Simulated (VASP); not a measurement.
# Cr (Im-3m) in VASP: a series of runs

Runs on Cr. Level: PBE+D3(BJ). Tasks: single point, relaxation of cell and atoms.

Program: VASP 6.6.1. These are calculated values, not measurements. Logs are shortened: lines on timing, memory, paths and dates and some standing lists are left out, and cuts for length are marked.

## Step 1: The cell of the first run

The structure is cubic, space group Im-3m (No. 229). Conventional cell: a = 2.822 Å, b = 2.822 Å, c = 2.822 Å, α = 90.00°, β = 90.00°, γ = 90.00°. Within 3.2 Å of Cr (site symmetry m-3m) lie 14 Cr at 2.44 to 2.82 Å.

## Step 2: Single point, PBE+D3(BJ)

The input, INCAR:

```
ALGO     = Normal         # electronic algorithm
EDIFF    = 1E-6           # SCF threshold, eV
ENCUT    = 520            # plane-wave cutoff, eV
GGA      = PE             # functional
ISIF     = 2              # what is computed and relaxed
ISMEAR   = 0              # smearing method
IVDW     = 12             # dispersion correction
LASPH    = T              # aspherical terms in the spheres
LCHARG   = F              # write CHGCAR
LREAL    = F              # projectors in reciprocal space
LWAVE    = F              # write WAVECAR
NBANDS   = 12             # bands
NELM     = 80             # most SCF steps
PREC     = Accurate       # precision mode
SIGMA    = 0.1            # smearing width, eV
```

The input, KPOINTS:

```
k-points
0
Gamma
  20 20 20
```

The input, POSCAR:

```
Cr
1.0
   -1.4108827211      1.4108827211      1.4108827211
    1.4108827211     -1.4108827211      1.4108827211
    1.4108827211      1.4108827211     -1.4108827211
Cr
1
Direct
    0.0000000000      0.0000000000      0.0000000000
```

Potentials or basis: VASP PAW PBE potentials, release 64 (Cr_pv).

Launch:

```
cat potpaw_PBE.64/Cr_pv/POTCAR > POTCAR
mpirun -np 1 vasp_std > vasp.out
```

OUTCAR:

```text
EDIFF = 1E-6
   ENCUT = 520
   GGA = PE
   ISIF = 2
   ISMEAR = 0
   IVDW = 12
   LASPH = T
   LREAL = F
   NELM = 80
   PREC = Accurate
 IVDW          = 12

 ion  position               nearest neighbor table
   1  0.000  0.000  0.000-

  LATTYP: Found a body centered cubic cell.
 ALAT       =     2.8217654422

  Lattice vectors:

 A1 = (  -1.4108827211,   1.4108827211,   1.4108827211)
 A2 = (   1.4108827211,  -1.4108827211,   1.4108827211)
 A3 = (   1.4108827211,   1.4108827211,  -1.4108827211)

Analysis of symmetry for initial positions (statically):
=====================================================================
 Subroutine PRICEL returns:
 Original cell was already a primitive cell.

 Routine SETGRP: Setting up the symmetry group for a
 body centered cubic supercell.

 Subroutine GETGRP returns: Found 48 space group operations
 (whereof 48 operations were pure point group operations)
 out of a pool of 48 trial point group operations.

The static configuration has the point symmetry O_h .

Analysis of symmetry for dynamics (positions and initial velocities):
=====================================================================
 Subroutine PRICEL returns:
 Original cell was already a primitive cell.

 Routine SETGRP: Setting up the symmetry group for a
 body centered cubic supercell.

 Subroutine GETGRP returns: Found 48 space group operations
 (whereof 48 operations were pure point group operations)
 out of a pool of 48 trial point group operations.

The dynamic configuration has the point symmetry O_h .

 Subroutine INISYM returns: Found 48 space group operations
 (whereof 48 operations are pure point group operations),
 and found     1 'primitive' translations

----------------------------------------------------------------------------------------

                                     Primitive cell

  volume of cell :      11.2340

  direct lattice vectors                    reciprocal lattice vectors
    -1.410882721  1.410882721  1.410882721     0.000000000  0.354388067  0.354388067
     1.410882721 -1.410882721  1.410882721     0.354388067  0.000000000  0.354388067
     1.410882721  1.410882721 -1.410882721     0.354388067  0.354388067  0.000000000

  length of vectors
     2.443720556  2.443720556  2.443720556     0.501180410  0.501180410  0.501180410

  position of ions in fractional coordinates (direct lattice)
     0.000000000  0.000000000  0.000000000

  ion indices of the primitive-cell ions
   primitive index   ion index
                 1           1

----------------------------------------------------------------------------------------

 KPOINTS: k-points

Automatic generation of k-mesh.
 Grid dimensions read from file:
 generate k-points for:   20   20   20

 Generating k-lattice:

  Cartesian coordinates                     Fractional coordinates (reciprocal lattice)
     0.000000000  0.017719403  0.017719403     0.050000000  0.000000000  0.000000000
     0.017719403  0.000000000  0.017719403     0.000000000  0.050000000  0.000000000
     0.017719403  0.017719403  0.000000000     0.000000000  0.000000000  0.050000000

  Length of vectors
     0.025059021  0.025059021  0.025059021

  Shift w.r.t. Gamma in fractional coordinates (k-lattice)
     0.000000000  0.000000000  0.000000000

 Subroutine IBZKPT returns following result:
 ===========================================

 Found    256 irreducible k-points:

 Following reciprocal coordinates:
            Coordinates               Weight
  0.000000  0.000000  0.000000      1.000000
  0.050000  0.000000  0.000000     12.000000
  0.100000  0.000000  0.000000     12.000000
  0.150000  0.000000  0.000000     12.000000
  0.200000  0.000000  0.000000     12.000000
  0.250000  0.000000  0.000000     12.000000
[... 16 lines left out ...]
  0.200000  0.100000 -0.000000     48.000000
  0.250000  0.100000  0.000000     48.000000
 [... further k-points ...]
   k-points           NKPTS =    256   k-points in BZ     NKDIM =    256   number of bands    NBANDS=     12
   number of dos      NEDOS =    301   number of ions     NIONS =      1
   total plane-waves  NPLWV =   5832
   dimension x,y,z NGX =    18 NGY =   18 NGZ =   18
   dimension x,y,z NGXF=    36 NGYF=   36 NGZF=   36
   ions per type =               1
   NGX,Y,Z   is equivalent  to a cutoff of  12.25, 12.25, 12.25 a.u.
   NGXF,Y,Z  is equivalent  to a cutoff of  24.49, 24.49, 24.49 a.u.
 SYSTEM =  unknown system
   PREC   = accura    normal or accurate (medium, high low for compatibility)
   ISTART =      0    job   : 0-new  1-cont  2-samecut
   ICHARG =      2    charge: 1-file 2-atom 10-const
   ISPIN  =      1    spin polarized calculation?
   LNONCOLLINEAR =      F non collinear calculations
   LSORBIT =      F    spin-orbit coupling
   LASPH  =      T    aspherical Exc in radial PAW
   ENCUT  =  520.0 eV  38.22 Ry    6.18 a.u.   4.54  4.54  4.54*2*pi/ulx,y,z
   NELM   =     80;   NELMIN=  2; NELMDL= -5     # of ELM steps
   EDIFF  = 0.1E-05   stopping-criterion for ELM
   LREAL  =      F    real-space projection
   EDIFFG = 0.1E-04   stopping-criterion for IOM
   NSW    =      0    number of steps for IOM
   IBRION =     -1    ionic relax: 0-MD 1-quasi-New 2-CG
   NFREE  =      0    steps in history (QN), initial steepest desc. (CG)
   ISIF   =      2    stress and relaxation
   ISYM   =      2    0-nonsym 1-usesym 2-fastsym
   POTIM  = 0.5000    time-step for ionic-motion
   TEBEG  =    0.0;   TEEND  =   0.0 temperature during run
   PSTRESS=    0.0 pullay stress
   NELECT =      12.0000    total number of electrons
   NUPDOWN=      -1.0000    fix difference up-down
   EMIN   =  10.00;   EMAX   =-10.00  energy-range for DOS
   EFERMI =   0.00;   METHOD = LEGACY
   ISMEAR =     0;   SIGMA  =   0.10  broadening in eV -4-tet -1-fermi 0-gaus
   EFERMI_NEDOS =   21; number of points for ismear=-14 and -15
   IALGO  =     38    algorithm
   IMIX   =      4    mixing-type and parameters
     AMIX     =   0.40;   BMIX     =  1.00
     AMIX_MAG =   1.60;   BMIX_MAG =  1.00
  volume/ion in A,a.u.               =      11.23        75.81
  Fermi-wavevector in a.u.,A,eV,Ry     =   1.673495  3.162446 38.104264  2.800584
  Thomas-Fermi vector in A             =   2.758456
   LORBIT       =      0    0 simple, 1 ext, 2 COOP (PROOUT), +10 PAW based schemes
   GGA     = PE    functional components
   LHFCALC =     F    Hartree Fock is set to
   AEXX    =    0.0000 exact exchange contribution
   IVDW    =    12    specifies the selected vdW correction
   LEPSILON=     F    determine dielectric tensor
   LRPA    =     F    only Hartree local field effects (RPA)
 non-spin polarized calculation
 Gauss-broadening in eV      SIGMA  =   0.10
  energy-cutoff  :      520.00
  volume of cell :       11.23
 maximum number of plane-waves:       321
   NGX =  9   NGY =  9   NGZ =  9

 number of electron      12.0000010 magnetization

 Free energy of the ion-electron system (eV)
  ---------------------------------------------------
  ext. energy  EPLUGINS =         0.00000000
  ---------------------------------------------------
  free energy    TOTEN  =        -9.51239417 eV

  energy without entropy =       -9.50908826  energy(sigma->0) =       -9.51074121

 E-fermi :  11.3943     XC(G=0): -13.8361

 val. band max:       11.3908500729   @ k =  -0.1500   0.2000   0.1000
 cond. band min:      11.4111088658   @ k =   0.1500   0.0500   0.0000
 fundamental gap:      0.0202587928
 Fermi energy:        11.3943111394

 k-point     1 :       0.0000    0.0000    0.0000
  band No.  band energies     occupation
      1     -31.3126      2.00000
      2     -31.3126      2.00000
      3     -31.3126      2.00000
      4       3.4188      2.00000
      5      10.4276      2.00000
      6      10.4276      2.00000
      7      10.4276      2.00000
      8      12.5564      0.00000
      9      12.5564      0.00000
     10      18.4998      0.00000
     11      33.8943      0.00000
     12      33.8943      0.00000

 k-point     2 :       0.0500    0.0000    0.0000
  band No.  band energies     occupation
      1     -31.3383      2.00000
      2     -31.3204      2.00000
      3     -31.3128      2.00000
      4       3.5318      2.00000
      5      10.3829      2.00000
      6      10.4207      2.00000
      7      10.5050      2.00000
      8      12.5050      0.00000
      9      12.5594      0.00000
     10      18.4997      0.00000
     11      33.6484      0.00000
     12      33.8698      0.00000

 k-point     3 :       0.1000    0.0000    0.0000
  band No.  band energies     occupation
      1     -31.4125      2.00000
      2     -31.3430      2.00000
      3     -31.3133      2.00000
      4       3.8629      2.00000
      5      10.2551      2.00000
      6      10.3894      2.00000
      7      10.7333      2.00000
      8      12.3787      0.00000
      9      12.5697      0.00000
     10      18.4997      0.00000
     11      32.9345      0.00000
     12      33.7262      0.00000

 k-point     4 :       0.1500    0.0000    0.0000
  band No.  band energies     occupation
      1     -31.5269      2.00000
      2     -31.3781      2.00000
      3     -31.3140      2.00000
      4       4.3861      2.00000
      5      10.0612      2.00000
      6      10.3114      2.00000
      7      11.0998      1.99997
      8      12.2484      0.00000
      9      12.5902      0.00000
     10      18.4996      0.00000
     11      31.7971      0.00000
     12      33.3103      0.00000

 k-point     5 :       0.2000    0.0000    0.0000
  band No.  band energies     occupation
      1     -31.6692      2.00000
      2     -31.4221      2.00000
      3     -31.3150      2.00000
      4       5.0499      2.00000
      5       9.8251      2.00000
      6      10.1898      2.00000
      7      11.5831      0.00757
      8      12.1865      0.00000
      9      12.6241      0.00000
     10      18.4994      0.00000
     11      30.3006      0.00000
     12      32.5714      0.00000
[... 228 lines left out ...]
      1     -31.5885      2.00000
      2     -31.3775      2.00000
      3     -31.3369      2.00000
      4       4.6888      2.00000
      5      10.0375      2.00000
      6      10.1267      2.00000
      7      11.3720      1.24732
      8      12.1351      0.00000
      9      12.6577      0.00000
     10      18.4995      0.00000
     11      31.4753      0.00000
     12      32.6143      0.00000

 k-point    22 :       0.1500    0.1000    0.0000
  band No.  band energies     occupation
      1     -31.7161      2.00000
      2     -31.4201      2.00000
      3     -31.3444      2.00000
      4       5.3357      2.00000
      5       9.8257      2.00000
      6       9.9610      2.00000
      7      11.8855      0.00000
      8      12.0586      0.00000
      9      12.7312      0.00000
     10      18.4993      0.00000
     11      30.2437      0.00000
     12      31.6469      0.00000

 k-point    23 :       0.2000    0.1000   -0.0000
  band No.  band energies     occupation
      1     -31.8534      2.00000
      2     -31.4737      2.00000
      3     -31.3482      2.00000
      4       6.0367      2.00000
      5       9.5748      2.00000
      6       9.8457      2.00000
      7      12.0685      0.00000
      8      12.4900      0.00000
      9      12.8179      0.00000
     10      18.4991      0.00000
     11      28.6263      0.00000
     12      30.7109      0.00000

 k-point    24 :       0.2500    0.1000    0.0000
  band No.  band energies     occupation
      1     -31.9877      2.00000
      2     -31.5294      2.00000
      3     -31.3508      2.00000
      4       6.6417      2.00000
      5       9.3368      2.00000
      6       9.8954      2.00000
      7      12.1666      0.00000
      8      12.8502      0.00000
      9      13.2038      0.00000
     10      18.4987      0.00000
     11      26.8085      0.00000
     12      29.8623      0.00000

 [... further k-points ...]

------------------------ aborting loop because EDIFF is reached ----------------------------------------

 Edisp (eV)   -0.50965

 E8    (eV) :    -0.2268

  FORCE on cell =-STRESS in cart. coord.  units (eV):
  Direction    XX          YY          ZZ          XY          YZ          ZX
  --------------------------------------------------------------------------------------
  -------------------------------------------------------------------------------------
  Total      -0.03794    -0.03794    -0.03794     0.00000     0.00000     0.00000
  in kB      -5.41139    -5.41139    -5.41139     0.00000     0.00000     0.00000
  external pressure =       -5.41 kB  Pullay stress =        0.00 kB

 VOLUME and BASIS-vectors are now :
 -----------------------------------------------------------------------------
  energy-cutoff  :      520.00
  volume of cell :       11.23
      direct lattice vectors                 reciprocal lattice vectors
    -1.410882721  1.410882721  1.410882721     0.000000000  0.354388067  0.354388067
     1.410882721 -1.410882721  1.410882721     0.354388067  0.000000000  0.354388067
     1.410882721  1.410882721 -1.410882721     0.354388067  0.354388067  0.000000000

 POSITION                                       TOTAL-FORCE (eV/Angst)
 -----------------------------------------------------------------------------------
      0.00000      0.00000      0.00000         0.000000     -0.000000     -0.000000
 -----------------------------------------------------------------------------------
    total drift:                                0.000000      0.000000      0.000000

  FREE ENERGIE OF THE ION-ELECTRON SYSTEM (eV)
  ---------------------------------------------------
  free  energy   TOTEN  =       -10.0220476674 eV

  energy  without entropy=      -10.0187417577  energy(sigma->0) =      -10.02039471
```

Run time: 16 s. Hardware: 1 thread of Intel Xeon Platinum 8375C at 2.90GHz (Ice Lake), shared host; peak memory 0.15 GiB.

What came out:

- Free energy: -10.0220 eV
- Pressure: -0.5 GPa
- Band gap on the k mesh: zero (band 6 reaches 13.92 eV, above the bottom of band 7 at 10.43 eV)
- Dispersion energy per atom: -0.510 eV

Levels at points of the mesh, in eV from the Fermi level:
```tsv
k point	band 4	band 5	band 6	band 7	band 8	band 9
(0.00, 0.00, 0.00)	-7.98	-0.97	-0.97	-0.97	1.16	1.16
(0.50, 0.00, 0.00)	-4.59	-2.57	1.17	1.17	1.52	2.93
(0.50, 0.50, 0.50)	-4.51	-4.51	2.52	2.52	2.52	7.10
```

Caveat: the run has no spin polarisation, though such a crystal can be magnetic; pairwise dispersion overbinds metals, which lowers pressure and volume.

[end of part 1 of 2]
